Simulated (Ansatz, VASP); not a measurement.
## P in VASP and in Ansatz

```
P
1.0
     3.10051    0.00000    0.00000
    -1.55025    2.68512    0.00000
     0.00000    0.00000    4.52191
P
2
Direct
  0.00000 0.00000 0.20559
  0.00000 0.00000 0.79441
```

Alike in both runs: task single point; functional PBE; k mesh 6 × 6 × 4; occupations gaussian, width 0.1 eV; no spin polarisation.

|  | VASP | Ansatz |
| --- | --- | --- |
| version | VASP 6.6.1 | Ansatz 0.2.0 |
| potentials or method | VASP PAW PBE potentials, release 64 (P), cutoff 520 eV | scalar-relativistic, plane waves, PAW |
| valence electrons in the cell | 10 | 10 |

VASP gave:

| Item | Value |
| --- | --- |
| gap on the k mesh at the Fermi level (eV) | none |
| pressure (GPa) | 11.2 |
| traceless stress, the component that is largest in VASP (GPa) | 30.09 |
| rms of the force components (eV/Å) | 3.264 |

Q: What did Ansatz give for the same quantities?

A: gap on the k mesh at the Fermi level (eV): none; pressure (GPa): 11.7; traceless stress, the component that is largest in VASP (GPa): 30.70; rms of the force components (eV/Å): 3.345.

Atom by atom the forces differ by 0.081 eV/Å (rms over components). A gap of «none» marks a metal or a gap that the smearing closes.

The k mesh is coarse, so the values compare programs but aren't converged.
